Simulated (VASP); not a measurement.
Set up this calculation in VASP 6.6.1, as the native input.

| Property | Result |
| --- | --- |
| Task | single point |
| Functional | PBEsol |
| Potentials or basis | VASP PAW PBE potentials, release 64 (Hf_pv, N) |
| Cutoff | 520 eV |
| k mesh | 9 × 9 × 5 |
| Occupations | fermi-dirac, width 0.15 eV |
| Spin | no spin polarisation |
| Dipole correction | no |
| Further INCAR settings | ALGO = Normal; EDIFF = 1e-07; NBANDS = 23 |

The structure of HfN lies in POSCAR:

```
HfN
1.0
    3.1339080000      0.0000000000      0.0000000000
   -1.5669540000      2.7140440000      0.0000000000
    0.0000000000      0.0000000000      5.4167680000
Hf N
2 2
Direct
    0.6666666667      0.3333333333      0.7500000000
    0.3333333333      0.6666666667      0.2500000000
    0.0000000000      0.0000000000      0.0018461193
    0.0000000000      0.0000000000      0.5000000000
```

One way to write it, as run:

INCAR

```
ALGO = Normal ; EDIFF = 1E-7
ENCUT = 520 ; GGA = PS
ISIF = 2 ; ISMEAR = -1
LASPH = T ; LCHARG = F
LREAL = F ; LWAVE = F
NBANDS = 23 ; NELM = 100
PREC = Accurate ; SIGMA = 0.15
```

KPOINTS

```
k-points
0
Gamma
  9 9 5
```

Potentials or basis: VASP PAW PBE potentials, release 64 (Hf_pv, N).

Launch:

```sh
$ cat potpaw_PBE.64/Hf_pv/POTCAR potpaw_PBE.64/N/POTCAR > POTCAR
$ mpirun -np 1 vasp_std > vasp.out
```

It gave:

- Pressure: -4.4 GPa
- Largest force: 0.159 eV/Å
- Band gap on the k mesh: zero (band 15 reaches 9.19 eV, above the bottom of band 16 at 7.52 eV)

Caveat: the PAW data sets were made with another functional, which shifts forces and pressure a little; spin-orbit coupling is left out, which moves the levels of the heavy elements.

It took 20 s on 1 thread of Intel(R) Xeon(R) 6975P-C (Granite Rapids), with other jobs on the host, peak memory 0.18 GiB.
